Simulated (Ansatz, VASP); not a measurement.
Al4B3P in VASP and in Ansatz

```
Al B P
1.0
     2.98502    0.00000    0.00000
    -1.49251    2.58510    0.00000
     0.00000    0.00000   12.73926
Al B P
4 3 1
Cartesian
  0.0000 0.0000 1.9763
  0.0000 0.0000 7.9015
  0.0000 0.0000 4.8378
  0.0000 0.0000 10.7630
  1.4925 0.8617 6.3696
  0.0000 1.7234 3.3119
  0.0000 1.7234 9.4274
  1.4925 0.8617 0.0000
```

Change from the starting cell: species swapped into the Mn4Te3Se type (P-6m2, No. 187).

Alike in both runs: functional PBE; k mesh 5 × 5 × 2; occupations gaussian, width 0.2 eV; no spin polarisation.

Ansatz relaxed the structure, and its values are those at the end. VASP's run is a single point on that final structure, the one shown.

|  | VASP | Ansatz |
| --- | --- | --- |
| version | VASP 6.6.1 | Ansatz 0.2.0 |
| potentials or method | VASP PAW PBE potentials, release 64 (Al, B, P), cutoff 500 eV | scalar-relativistic, plane waves, PAW |
| valence electrons in the cell | 26 | 26 |

```csv
,VASP,Ansatz,Ansatz less VASP
gap on the k mesh at the Fermi level (eV),none,none,-
pressure (GPa),-0.1,0.0,+0.07
rms of the force components (eV/Å),0.006,0.005,-0.0015
```

A gap of «none» marks a metal or a gap that the smearing closes. The functional is the same, so the differences come from potentials, cutoffs and numerics.

The k mesh is coarse, so the values compare programs but aren't converged.
